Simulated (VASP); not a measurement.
# Sb (Im-3m) in VASP: a series of runs

The runs below take Sb through single point, with PBE-based screened hybrid with 50 % exact exchange, B3LYP.

Everything below comes from runs of VASP 6.6.1. Logs are shortened: lines on timing, memory, paths and dates and some standing lists are left out, and cuts for length are marked.

### Step 1. The cell of the first run

The structure is cubic, space group Im-3m (No. 229). The conventional cell has a = 3.743 Å, b = 3.743 Å, c = 3.743 Å, α = 90.00°, β = 90.00°, γ = 90.00°. Sb (site symmetry m-3m) has 14 Sb at 3.24 to 3.74 Å within 4.3 Å.

This isn't the form of Sb at room conditions, which is rhombohedral.

### Step 2. Single point, PBE-based screened hybrid with 50 % exact exchange

Contents of POSCAR:

```
Sb
1.0
   -1.8713408863      1.8713408863      1.8713408863
    1.8713408863     -1.8713408863      1.8713408863
    1.8713408863      1.8713408863     -1.8713408863
Sb
1
Direct
    0.0000000000      0.0000000000      0.0000000000
```

Contents of INCAR.step1:

```
  PREC = Accurate
  ENCUT = 520
  EDIFF = 1E-5
  ISMEAR = -1
  SIGMA = 0.05
  LREAL = False
  LASPH = True
  NELM = 60
  ALGO = Normal
  ISIF = 2
  LWAVE = True
  LCHARG = False
  NBANDS = 8
  GGA = PE
```

Contents of INCAR.step2:

```
  PREC = Accurate
  ENCUT = 520
  EDIFF = 1E-7
  ISMEAR = -1
  SIGMA = 0.05
  LREAL = False
  LASPH = True
  NELM = 60
  ALGO = Normal
  ISIF = 2
  LWAVE = False
  LCHARG = False
  GGA = PE
  LHFCALC = True
  AEXX = 0.5
  HFSCREEN = 0.2078699
  PRECFOCK = Normal
  NBANDS = 8
  ISTART = 1
```

Contents of KPOINTS:

```
regular mesh
0
Gamma
  6 6 6
```

Potentials or basis: VASP PAW PBE potentials, release 64 (Sb).

Command:

```sh
$ cat potpaw_PBE.64/Sb/POTCAR > POTCAR
$ cp INCAR.step1 INCAR
$ mpirun -np 1 vasp_std > vasp.out
$ cp INCAR.step2 INCAR
$ mpirun -np 1 vasp_std > vasp.out
```

OUTCAR:

```text
PREC = Accurate
   ENCUT = 520
   EDIFF = 1E-7
   ISMEAR = -1
   LREAL = False
   LASPH = True
   NELM = 60
   ISIF = 2
   GGA = PE
   LHFCALC = True
   AEXX = 0.5
   HFSCREEN = 0.2078699
   PRECFOCK = Normal
   ISTART = 1

 ion  position               nearest neighbor table
   1  0.000  0.000  0.000-

  LATTYP: Found a body centered cubic cell.
 ALAT       =     3.7426817726

  Lattice vectors:

 A1 = (  -1.8713408863,   1.8713408863,   1.8713408863)
 A2 = (   1.8713408863,  -1.8713408863,   1.8713408863)
 A3 = (   1.8713408863,   1.8713408863,  -1.8713408863)

Analysis of symmetry for initial positions (statically):
=====================================================================
 Subroutine PRICEL returns:
 Original cell was already a primitive cell.

 Routine SETGRP: Setting up the symmetry group for a
 body centered cubic supercell.

 Subroutine GETGRP returns: Found 48 space group operations
 (whereof 48 operations were pure point group operations)
 out of a pool of 48 trial point group operations.

The static configuration has the point symmetry O_h .

Analysis of symmetry for dynamics (positions and initial velocities):
=====================================================================
 Subroutine PRICEL returns:
 Original cell was already a primitive cell.

 Routine SETGRP: Setting up the symmetry group for a
 body centered cubic supercell.

 Subroutine GETGRP returns: Found 48 space group operations
 (whereof 48 operations were pure point group operations)
 out of a pool of 48 trial point group operations.

The dynamic configuration has the point symmetry O_h .

 Subroutine INISYM returns: Found 48 space group operations
 (whereof 48 operations are pure point group operations),
 and found     1 'primitive' translations

----------------------------------------------------------------------------------------

                                     Primitive cell

  volume of cell :      26.2131

  direct lattice vectors                    reciprocal lattice vectors
    -1.871340886  1.871340886  1.871340886     0.000000000  0.267188092  0.267188092
     1.871340886 -1.871340886  1.871340886     0.267188092  0.000000000  0.267188092
     1.871340886  1.871340886 -1.871340886     0.267188092  0.267188092  0.000000000

  length of vectors
     3.241257493  3.241257493  3.241257493     0.377861023  0.377861023  0.377861023

  position of ions in fractional coordinates (direct lattice)
     0.000000000  0.000000000  0.000000000

  ion indices of the primitive-cell ions
   primitive index   ion index
                 1           1

----------------------------------------------------------------------------------------

 KPOINTS: regular mesh

Automatic generation of k-mesh.
 Grid dimensions read from file:
 generate k-points for:    6    6    6

 Generating k-lattice:

  Cartesian coordinates                     Fractional coordinates (reciprocal lattice)
     0.000000000  0.044531349  0.044531349     0.166666667  0.000000000  0.000000000
     0.044531349  0.000000000  0.044531349     0.000000000  0.166666667  0.000000000
     0.044531349  0.044531349  0.000000000     0.000000000  0.000000000  0.166666667

  Length of vectors
     0.062976837  0.062976837  0.062976837

  Shift w.r.t. Gamma in fractional coordinates (k-lattice)
     0.000000000  0.000000000  0.000000000

 Subroutine IBZKPT returns following result:
 ===========================================

 Found     16 irreducible k-points:

 Following reciprocal coordinates:
            Coordinates               Weight
  0.000000  0.000000  0.000000      1.000000
  0.166667  0.000000  0.000000     12.000000
  0.333333  0.000000  0.000000     12.000000
  0.500000  0.000000  0.000000      6.000000
  0.166667  0.166667  0.000000     24.000000
  0.333333  0.166667  0.000000     48.000000
  0.333333  0.333333  0.000000      8.000000
  0.166667  0.166667  0.166667      8.000000
  0.333333  0.166667  0.166667     12.000000
 -0.166667  0.166667  0.166667      6.000000
 -0.333333  0.333333  0.166667     24.000000
  0.500000  0.500000  0.166667     12.000000
 -0.333333  0.500000  0.166667     24.000000
 -0.333333  0.333333  0.333333      6.000000
  0.500000  0.500000  0.333333     12.000000
  0.500000  0.500000  0.500000      1.000000
   k-points           NKPTS =     16   k-points in BZ     NKDIM =    216   number of bands    NBANDS=      8
   number of dos      NEDOS =    301   number of ions     NIONS =      1
   total plane-waves  NPLWV =  13824
   dimension x,y,z NGX =    24 NGY =   24 NGZ =   24
   dimension x,y,z NGXF=    48 NGYF=   48 NGZF=   48
   ions per type =               1
   NGX,Y,Z   is equivalent  to a cutoff of  12.31, 12.31, 12.31 a.u.
   NGXF,Y,Z  is equivalent  to a cutoff of  24.62, 24.62, 24.62 a.u.
 SYSTEM =  unknown system
   PREC   = accura    normal or accurate (medium, high low for compatibility)
   ISTART =      1    job   : 0-new  1-cont  2-samecut
   ICHARG =      0    charge: 1-file 2-atom 10-const
   ISPIN  =      1    spin polarized calculation?
   LNONCOLLINEAR =      F non collinear calculations
   LSORBIT =      F    spin-orbit coupling
   LASPH  =      T    aspherical Exc in radial PAW
   ENCUT  =  520.0 eV  38.22 Ry    6.18 a.u.   6.03  6.03  6.03*2*pi/ulx,y,z
   NELM   =     60;   NELMIN=  2; NELMDL=  0     # of ELM steps
   EDIFF  = 0.1E-06   stopping-criterion for ELM
   LREAL  =      F    real-space projection
   EDIFFG = 0.1E-05   stopping-criterion for IOM
   NSW    =      0    number of steps for IOM
   IBRION =     -1    ionic relax: 0-MD 1-quasi-New 2-CG
   NFREE  =      0    steps in history (QN), initial steepest desc. (CG)
   ISIF   =      2    stress and relaxation
   ISYM   =      3    0-nonsym 1-usesym 2-fastsym
   POTIM  = 0.5000    time-step for ionic-motion
   TEBEG  =    0.0;   TEEND  =   0.0 temperature during run
   PSTRESS=    0.0 pullay stress
   NELECT =       5.0000    total number of electrons
   NUPDOWN=      -1.0000    fix difference up-down
   EMIN   =  10.00;   EMAX   =-10.00  energy-range for DOS
   EFERMI =   0.00;   METHOD = LEGACY
   ISMEAR =    -1;   SIGMA  =   0.05  broadening in eV -4-tet -1-fermi 0-gaus
   EFERMI_NEDOS =   21; number of points for ismear=-14 and -15
   IALGO  =     38    algorithm
   IMIX   =      1    mixing-type and parameters
     AMIX     =   0.40;   BMIX     =  1.00
     AMIX_MAG =   1.60;   BMIX_MAG =  1.00
  volume/ion in A,a.u.               =      26.21       176.89
  Fermi-wavevector in a.u.,A,eV,Ry     =   0.942378  1.780837 12.083018  0.888077
  Thomas-Fermi vector in A             =   2.069982
   LORBIT       =      0    0 simple, 1 ext, 2 COOP (PROOUT), +10 PAW based schemes
   GGA     = PE    functional components
   LHFCALC =     T    Hartree Fock is set to
   PRECFOCK=normal    Normal, Fast or Accurate (Low or Medium for compatibility)
   ENCUT4O =  -1.0   cutoff for four orbital integrals eV
   NKREDX  =     1    reduce k-point grid by
   NKREDY  =     1    reduce k-point grid by
   NKREDZ  =     1    reduce k-point grid by
   AEXX    =    0.5000 exact exchange contribution
   HFSCREEN=    0.2079 screening length (either q_TF or 0.3 A-1)
   HFSCREENC=   0.2079 screening length for correlation (either q_TF or 0.3 A-1)
   ENCUTFOCK=  -1.0 apply spherical cutoff to Coloumb kernel
   IVDW    =     0    specifies the selected vdW correction
   LEPSILON=     F    determine dielectric tensor
   LRPA    =     F    only Hartree local field effects (RPA)
 non-spin polarized calculation
  energy-cutoff  :      520.00
  volume of cell :       26.21
 maximum number of plane-waves:       715
  NGX = 20; NGY = 20; NGZ = 20

 number of electron       4.9999999 magnetization

 Free energy of the ion-electron system (eV)
  ---------------------------------------------------
  ext. energy  EPLUGINS =         0.00000000
  ---------------------------------------------------
  free energy    TOTEN  =        -6.07464665 eV

  energy without entropy =       -6.06638142  energy(sigma->0) =       -6.07051403

 E-fermi :   7.8408     XC(G=0):  -6.8132

 val. band max:        7.7207475859   @ k =   0.3333   0.1667   0.0000
 cond. band min:       7.9580209280   @ k =   0.5000   0.5000   0.3333
 fundamental gap:      0.2372733421
 Fermi energy:         7.8407544480

 k-point     1 :       0.0000    0.0000    0.0000
  band No.  band energies     occupation
      1      -7.5284      2.00000
      2      15.4531      0.00000
      3      15.4531      0.00000
      4      15.4531      0.00000
      5      20.4646      0.00000
      6      20.4646      0.00000
      7      20.4646      0.00000
      8      22.3093      0.00000

 k-point     2 :       0.1667    0.0000    0.0000
  band No.  band energies     occupation
      1      -6.8198      2.00000
      2      11.1637      0.00000
      3      13.5760      0.00000
      4      14.8759      0.00000
      5      18.4882      0.00000
      6      18.5823      0.00000
      7      21.3067      0.00000
      8      21.9459      0.00000

 k-point     3 :       0.3333    0.0000    0.0000
  band No.  band energies     occupation
      1      -4.7178      2.00000
      2       4.9812      2.00000
      3      11.3689      0.00000
      4      13.7865      0.00000
      5      16.7044      0.00000
      6      17.0072      0.00000
      7      22.4939      0.00000
      8      23.3923      0.00000

 k-point     4 :       0.5000    0.0000    0.0000
  band No.  band energies     occupation
      1      -2.2782      2.00000
      2       1.0018      2.00000
      3      10.5349      0.00000
      4      13.2959      0.00000
      5      16.1192      0.00000
      6      16.4640      0.00000
      7      24.6810      0.00000
      8      25.3304      0.00000

 k-point     5 :       0.1667    0.1667    0.0000
  band No.  band energies     occupation
      1      -5.4097      2.00000
      2       7.5258      1.99633
      3      10.0851      0.00000
      4      13.1207      0.00000
      5      18.1957      0.00000
      6      19.1804      0.00000
      7      21.7752      0.00000
      8      22.8525      0.00000

 k-point     6 :       0.3333    0.1667    0.0000
  band No.  band energies     occupation
      1      -2.7866      2.00000
      2       2.8654      2.00000
      3       7.7207      1.83368
      4      12.0262      0.00000
      5      17.5632      0.00000
      6      20.1987      0.00000
      7      21.9705      0.00000
      8      24.4465      0.00000

 k-point     7 :       0.3333    0.3333    0.0000
  band No.  band energies     occupation
      1      -1.1629      2.00000
      2       3.4400      2.00000
      3       3.4400      2.00000
      4      11.4429      0.00000
      5      19.1235      0.00000
      6      21.1552      0.00000
      7      21.1552      0.00000
      8      26.2215      0.00000

 k-point     8 :       0.1667    0.1667    0.1667
  band No.  band energies     occupation
      1      -3.3949      2.00000
      2       4.6778      2.00000
      3       8.2219      0.00098
      4       8.2219      0.00098
      5      22.0782      0.00000
      6      22.0782      0.00000
      7      24.1701      0.00000
      8      24.1701      0.00000

 k-point     9 :       0.3333    0.1667    0.1667
  band No.  band energies     occupation
      1      -1.3831      2.00000
      2       2.6837      2.00000
      3       5.9132      2.00000
      4       7.5237      1.99648
      5      22.6858      0.00000
      6      22.7493      0.00000
      7      25.7753      0.00000
      8      25.8530      0.00000

 k-point    10 :      -0.1667    0.1667    0.1667
  band No.  band energies     occupation
      1      -6.1107      2.00000
      2      11.0423      0.00000
      3      11.6840      0.00000
      4      11.6840      0.00000
      5      16.8125      0.00000
      6      21.0436      0.00000
      7      21.0436      0.00000
      8      21.3551      0.00000

 k-point    11 :      -0.3333    0.3333    0.1667
  band No.  band energies     occupation
      1      -4.0149      2.00000
      2       5.6083      2.00000
      3       9.4943      0.00000
      4      11.2152      0.00000
      5      16.3943      0.00000
      6      19.6665      0.00000
      7      20.5012      0.00000
      8      23.3961      0.00000

 k-point    12 :       0.5000    0.5000    0.1667
  band No.  band energies     occupation
      1      -1.6222      2.00000
      2       1.7658      2.00000
      3       8.6737      0.00000
      4      10.9159      0.00000
      5      17.6823      0.00000
      6      19.1299      0.00000
      7      20.1136      0.00000
      8      20.8639      0.00000

 k-point    13 :      -0.3333    0.5000    0.1667
  band No.  band energies     occupation
      1      -1.5138      2.00000
      2       3.7458      2.00000
      3       5.5061      2.00000
      4      11.7342      0.00000
      5      16.0778      0.00000
      6      18.6157      0.00000
      7      19.4841      0.00000
      8      24.9402      0.00000

 k-point    14 :      -0.3333    0.3333    0.3333
  band No.  band energies     occupation
      1      -1.9589      2.00000
      2       6.9673      2.00000
      3       7.2751      1.99998
      4       7.2751      1.99998
      5      13.2872      0.00000
      6      18.2649      0.00000
      7      24.0034      0.00000
      8      24.4569      0.00000

 k-point    15 :       0.5000    0.5000    0.3333
  band No.  band energies     occupation
      1       0.2809      2.00000
      2       3.8505      2.00000
      3       6.4456      2.00000
      4       7.9580      0.17488
      5      13.7625      0.00000
      6      14.9098      0.00000
      7      23.7403      0.00000
      8      24.9117      0.00000

 k-point    16 :       0.5000    0.5000    0.5000
  band No.  band energies     occupation
      1       2.2631      2.00000
      2       5.6123      2.00000
      3       5.6123      2.00000
      4       5.6123      2.00000
      5      12.0977      0.00000
      6      12.0977      0.00000
      7      27.6584      0.00000
      8      27.6584      0.00000

------------------------ aborting loop because EDIFF is reached ----------------------------------------

  FORCE on cell =-STRESS in cart. coord.  units (eV):
  Direction    XX          YY          ZZ          XY          YZ          ZX
  --------------------------------------------------------------------------------------
  -------------------------------------------------------------------------------------
  Total       -0.7680807     -0.7680807     -0.7680807     -0.0000000     -0.0000000      0.0000000
  in kB      -46.9460123    -46.9460123    -46.9460123     -0.0000000     -0.0000000      0.0000000
  external PRESSURE =     -46.9460123 kB  Pullay stress =       0.0000000 kB

 VOLUME and BASIS-vectors are now :
 -----------------------------------------------------------------------------
  energy-cutoff  :      520.00
  volume of cell :       26.21
      direct lattice vectors                 reciprocal lattice vectors
    -1.871340886  1.871340886  1.871340886     0.000000000  0.267188092  0.267188092
     1.871340886 -1.871340886  1.871340886     0.267188092  0.000000000  0.267188092
     1.871340886  1.871340886 -1.871340886     0.267188092  0.267188092  0.000000000

 POSITION                                       TOTAL-FORCE (eV/Angst)
 -----------------------------------------------------------------------------------
      0.00000      0.00000      0.00000         0.000000     -0.000000      0.000000
 -----------------------------------------------------------------------------------
    total drift:                                0.000000     -0.000000      0.000000

  FREE ENERGIE OF THE ION-ELECTRON SYSTEM (eV)
  ---------------------------------------------------
  free  energy   TOTEN  =        -6.0746466485 eV

  energy  without entropy=       -6.0663814183  energy(sigma->0) =       -6.07051403
```

Wall time 13 min (1 thread of AMD EPYC 7R43 (Zen 3), shared host); peak memory 0.21 GiB.

Results:

| Property | Result |
| --- | --- |
| Free energy | -6.0746 eV |
| Pressure | -4.7 GPa |
| Band gap on the k mesh | zero (an odd number of electrons rules out a gap without spin polarisation) |

Levels at points of the mesh, in eV from the Fermi level:
```
           k point  band 1  band 2  band 3  band 4  band 5  band 6  band 7
(0.00, 0.00, 0.00)  -15.37    7.61    7.61    7.61   12.62   12.62   12.62
(0.50, 0.00, 0.00)  -10.12   -6.84    2.69    5.46    8.28    8.62   16.84
(0.50, 0.50, 0.50)   -5.58   -2.23   -2.23   -2.23    4.26    4.26   19.82
```

Caveat: the k points lie up to 0.40 Å⁻¹ apart, too coarse for converged energies and pressures of a metal; the PAW data sets were made with another functional, which shifts forces and pressure a little; spin-orbit coupling is left out, which moves the levels of the heavy elements.

### Step 3. Single point, B3LYP

This run uses another cell than the first one, of 28.27 Å³/atom.

Contents of POSCAR:

```
Sb
1.0
   -1.9190974515      1.9190974515      1.9190974515
    1.9190974515     -1.9190974515      1.9190974515
    1.9190974515      1.9190974515     -1.9190974515
Sb
1
Direct
    0.0000000000      0.0000000000      0.0000000000
```

Contents of INCAR.step1:

```
SYSTEM = Sb
PREC = Accurate ; ENCUT = 400
EDIFF = 1E-5 ; ISMEAR = -1
SIGMA = 0.05 ; LREAL = .FALSE.
LASPH = .TRUE. ; NELM = 120
ALGO = Normal ; ISIF = 2
LWAVE = .TRUE. ; LCHARG = .FALSE.
GGA = PE ; NBANDS = 14
GGA_COMPAT = .FALSE.
```

Contents of INCAR.step2:

```
SYSTEM = Sb
PREC = Accurate ; ENCUT = 400
EDIFF = 1E-6 ; ISMEAR = -1
SIGMA = 0.05 ; LREAL = .FALSE.
LASPH = .TRUE. ; NELM = 120
ALGO = Normal ; ISIF = 2
LWAVE = .FALSE. ; LCHARG = .FALSE.
GGA = B3 ; LHFCALC = .TRUE.
AEXX = 0.2 ; AGGAX = 0.72
AGGAC = 0.81 ; ALDAC = 0.19
PRECFOCK = Normal ; ISTART = 1
NBANDS = 14 ; GGA_COMPAT = .FALSE.
```

Contents of KPOINTS:

```
Automatic mesh
0
G
  5 5 5
  0 0 0
```

Potentials or basis: VASP PAW PBE potentials, release 64 (Sb_d_GW).

Command:

```sh
$ cat potpaw_PBE.64/Sb_d_GW/POTCAR > POTCAR
$ cp INCAR.step1 INCAR
$ mpirun -np 1 vasp_std > vasp.out
$ cp INCAR.step2 INCAR
$ mpirun -np 1 vasp_std > vasp.out
```

Run time: 2.4 min. Hardware: 1 thread of AMD EPYC 9R45 (Zen 5), shared host; peak memory 0.12 GiB.

Results (log left out):

| Item | Value |
| --- | --- |
| Free energy | -4.0752 eV |
| Pressure | -0.3 GPa |
| Band gap on the k mesh | zero (an odd number of electrons rules out a gap without spin polarisation) |

Levels at points of the mesh, in eV from the Fermi level:
```
           k point  band 5  band 6  band 7  band 8  band 9  band 10
(0.00, 0.00, 0.00)  -31.49  -13.97    5.85    5.85    5.85    12.06
```

Caveat: the k points lie up to 0.46 Å⁻¹ apart, too coarse for converged energies and pressures of a metal; the PAW data sets were made with another functional, which shifts forces and pressure a little; spin-orbit coupling is left out, which moves the levels of the heavy elements.

The gap in the log of VASP goes by the Fermi energy; the results here count the filled bands.